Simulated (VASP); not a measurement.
CuO:

```
Cu O
1.0
     2.83633    0.00000    0.00000
    -1.41816    2.45633    0.00000
     0.00000    0.00000    2.76811
Cu O
1 1
Direct
  0.00000 0.00000 0.00000
  0.66667 0.33333 0.50000
```

- Program: VASP 6.6.1
- Task: relaxation of cell and atoms
- Functional: PBE
- Potentials or basis: VASP PAW PBE potentials, release 64 (Cu, O)
- Cutoff: 600 eV
- k mesh: 11 × 11 × 10
- Occupations: fermi-dirac, width 0.05 eV
- Spin: no spin polarisation
- Hubbard terms: Cu d U = 5.3 eV

At the start: pressure -3.4 GPa; volume 9.64 Å³/atom.

**Question.** How do energy, volume and symmetry change on relaxing?

**Answer.** Over 5 steps the energy falls by 15.7 meV/atom and the volume is 9.51 Å³/atom (-1.3 %); space group P-6m2 (No. 187, to 0.1 Å) before and after.

Step by step:
| step | energy change (eV) | largest force (eV/Å) | pressure (GPa) | volume (Å³) |
| --- | --- | --- | --- | --- |
| 1 | 0.0000 | 0.0000 | -3.43 | 19.29 |
| 2 | -0.0264 | 0.0000 | 2.15 | 18.71 |
| 3 | -0.0265 | 0.0000 | 2.57 | 18.67 |
| 4 | -0.0314 | 0.0000 | 0.31 | 18.98 |
| 5 | -0.0315 | 0.0000 | -0.01 | 19.03 |

Final structure:
```
CELL_PARAMETERS angstrom
2.87772 0.00000 0.00000
-1.43886 2.49218 0.00000
0.00000 0.00000 2.65301
ATOMIC_POSITIONS crystal
Cu 0.00000 0.00000 0.00000
O 0.66667 0.33333 0.50000
```

Caveat: an odd number of electrons without spin polarisation forces a metal; a magnetic or distorted state may lie lower; U without spin polarisation on a metal has little footing.
